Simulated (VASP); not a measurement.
Input of a VASP 6.6.1 run:

The input POSCAR:

```
Pd
1.0
    0.0000000000      1.9201927211      1.9201927211
    1.9201927211      0.0000000000      1.9201927211
    1.9201927211      1.9201927211      0.0000000000
Pd
1
Direct
    0.0000000000      0.0000000000      0.0000000000
```

Contents of INCAR.step1:

```
  PREC = Accurate
  ENCUT = 520
  ISMEAR = -1
  SIGMA = 0.05
  LREAL = F
  LASPH = T
  NELM = 60
  NBANDS = 11
  GGA = PE
  ALGO = Normal
  EDIFF = 1E-4
  LWAVE = T
  LCHARG = F
```

File INCAR.step2:

```
  PREC = Accurate
  ENCUT = 520
  EDIFF = 1E-7
  ISMEAR = -1
  SIGMA = 0.05
  LREAL = F
  LASPH = T
  NELM = 60
  ALGO = Normal
  ISIF = 2
  LWAVE = F
  LCHARG = F
  METAGGA = R2SCAN
  LMIXTAU = T
  LUSE_VDW = T
  IVDW_NL = 2
  BPARAM = 11.95
  CPARAM = 0.0093
  NBANDS = 11
  ISTART = 1
```

Contents of KPOINTS:

```
regular mesh
0
Gamma
  12 12 12
```

Potentials or basis: VASP PAW PBE potentials, release 64 (Pd).

Command:

```console
$ cat potpaw_PBE.64/Pd/POTCAR > POTCAR
$ cp INCAR.step1 INCAR
$ mpirun -np 1 vasp_std > vasp.out
$ cp INCAR.step2 INCAR
$ mpirun -np 1 vasp_std > vasp.out
```

(1) What does it give for the pressure?

(2) What does it give for the band gap on the k mesh?

## Answers

(1) 9.7 GPa.

(2) zero (band 5 reaches 10.63 eV, above the bottom of band 6 at 8.83 eV).

Caveat: the PAW data sets were made with another functional, which shifts forces and pressure a little.
